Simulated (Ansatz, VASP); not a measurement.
## One calculation of Y, two programs

INCAR

```
  PREC = Accurate
  ENCUT = 520
  EDIFF = 1E-6
  ISMEAR = -1
  SIGMA = 0.05
  LREAL = False
  LASPH = True
  NELM = 100
  ALGO = Normal
  ISIF = 2
  LWAVE = False
  LCHARG = False
  GGA = PE
  NBANDS = 12
```

Contents of KPOINTS:

```
regular mesh
0
Gamma
  14 14 13
```

The input POSCAR:

```
Y
1.0
    3.4216228213      0.0000000000      0.0000000000
   -1.7108114107      2.9632122854      0.0000000000
    0.0000000000      0.0000000000      3.3214189356
Y
1
Direct
    0.0000000000      0.0000000000      0.0000000000
```

Input for Ansatz:

```yaml
crystal:
  lattice:
    - [3.4216228213, 0.0, 0.0]
    - [-1.7108114107, 2.9632122854, 0.0]
    - [0.0, 0.0, 3.3214189356]
  atoms:
    - { symbol: "Y", position: [0.0, 0.0, 0.0] }
kpoints:
  mp_grid: { grid: [14, 14, 13] }
  band_path:
    path:
      - [0.0, 0.0, 0.0]
      - [0.5, 0.0, 0.0]
      - [0.3333333333, 0.3333333333, 0.0]
      - [0.0, 0.0, 0.0]
      - [0.0, 0.0, 0.5]
      - [0.5, 0.0, 0.5]
      - [0.3333333333, 0.3333333333, 0.5]
      - [0.0, 0.0, 0.5]
      - [0.5, 0.0, 0.5]
    npoints: 8
scf:
  occupations: { method: fermi_dirac, width: 0.05 }
hamiltonian:
  xc: pbe
  pseudopotentials: { kind: paw }
output:
  forces: true
  stress: true
  eigenvalues: true
  populations: true
  dos: { projected: true, de: 0.2, e_range: [-14, 8] }
```

Change from the starting cell: volume scaled by 1, PAW files.

Alike in both runs: task single point; functional PBE; k mesh 14 × 14 × 13; occupations fermi-dirac, width 0.05 eV; no spin polarisation.

```csv
,VASP,Ansatz
version,VASP 6.6.1,Ansatz 0.2.0
potentials or method,"VASP PAW PBE potentials, release 64 (Y_sv)","PAW with Ansatz's default frozen-core files, scalar-relativistic"
plane-wave cutoff (eV),520,420
valence electrons in the cell,11,11
```

|  | VASP | Ansatz | Ansatz less VASP |
| --- | --- | --- | --- |
| pressure (GPa) | -0.1 | 0.0 | +0.07 |
| traceless stress, the component that is largest in VASP (GPa) | 0.05 | 0.01 | -0.047 |
